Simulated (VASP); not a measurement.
Here is a VASP 6.6.1 calculation.

Contents of INCAR:

```
SYSTEM = SrO
PREC     = Accurate       ! precision mode
ENCUT    = 600            ! plane-wave cutoff, eV
EDIFF    = 1E-6           ! SCF threshold, eV
ISMEAR   = 0              ! smearing method
SIGMA    = 0.02           ! smearing width, eV
LREAL    = .False.        ! projectors in reciprocal space
LASPH    = .True.         ! aspherical terms in the spheres
NELM     = 120            ! most SCF steps
ALGO     = Normal         ! electronic algorithm
ISIF     = 2              ! what is computed and relaxed
LWAVE    = .False.        ! write WAVECAR
LCHARG   = .True.         ! write CHGCAR
GGA      = PE             ! functional
LELF     = .True.         ! ELF
LVHAR    = .True.       
NBANDS   = 15             ! bands
GGA_COMPAT= .False.
```

File KPOINTS:

```
Automatic mesh
0
Gamma
  8 8 8
  0 0 0
```

POSCAR

```
SrO
1.0
    0.0000000000      2.8068086803      2.8068086803
    2.8068086803      0.0000000000      2.8068086803
    2.8068086803      2.8068086803      0.0000000000
Sr O
1 1
Direct
    0.5000000000      0.5000000000      0.5000000000
    0.2500000000      0.2500000000      0.2500000000
```

Potentials or basis: VASP PAW PBE potentials, release 64 (Sr_sv, O).

The run is started by

```sh
$ cat potpaw_PBE.64/Sr_sv/POTCAR potpaw_PBE.64/O/POTCAR > POTCAR
$ mpirun -np 1 vasp_std > vasp.out
```

(1) Estimate the band gap on the k mesh.

(2) Estimate the pressure.

## Answers

(1) 2.48 eV (least direct gap 3.30 eV).

(2) 0.4 GPa.
